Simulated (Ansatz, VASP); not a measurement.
## InSb3: VASP beside Ansatz

```
CELL_PARAMETERS angstrom
0.00000 3.66207 3.66207
3.66207 0.00000 3.66207
3.66207 3.66207 0.00000
ATOMIC_POSITIONS crystal
In 0.01707 0.01707 0.98293
Sb 0.25000 0.25000 0.25000
Sb 0.75000 0.75000 0.75000
Sb 0.50000 0.50000 0.50000
```

Change from the starting cell: all In atoms moved +0.125 Å, as atom 1 along Cartesian [0 0 1].

Alike in both runs: task single point; functional PBEsol; dispersion D3(BJ); k mesh 12 × 12 × 12; occupations gaussian, width 0.15 eV; no spin polarisation.

|  | VASP | Ansatz |
| --- | --- | --- |
| version | VASP 6.6.1 | Ansatz 0.2.0 |
| potentials or method | VASP PAW PBE potentials, release 64 (In_d, Sb), cutoff 520 eV | scalar-relativistic, plane waves, PAW |
| valence electrons in the cell | 28 | 58 |

Ansatz gave:

```
gap on the k mesh at the Fermi level (eV)                     : none
pressure (GPa)                                                : 0.5
traceless stress, the component that is largest in VASP (GPa) : -0.08
rms of the force components (eV/Å)                            : 0.141
```

Task: Which values does VASP return?

Result: gap on the k mesh at the Fermi level (eV): none; pressure (GPa): 0.5; traceless stress, the component that is largest in VASP (GPa): -0.08; rms of the force components (eV/Å): 0.142.

VASP's potentials were made for PBE, not for PBEsol. Atom by atom the forces differ by 0.001 eV/Å (rms over components). A gap of «none» marks a metal or a gap that the smearing closes. VASP's potentials hold 28 valence electrons a cell and Ansatz's 58, so a difference there can come from the potentials and not from the codes.

Spin-orbit coupling is off throughout.
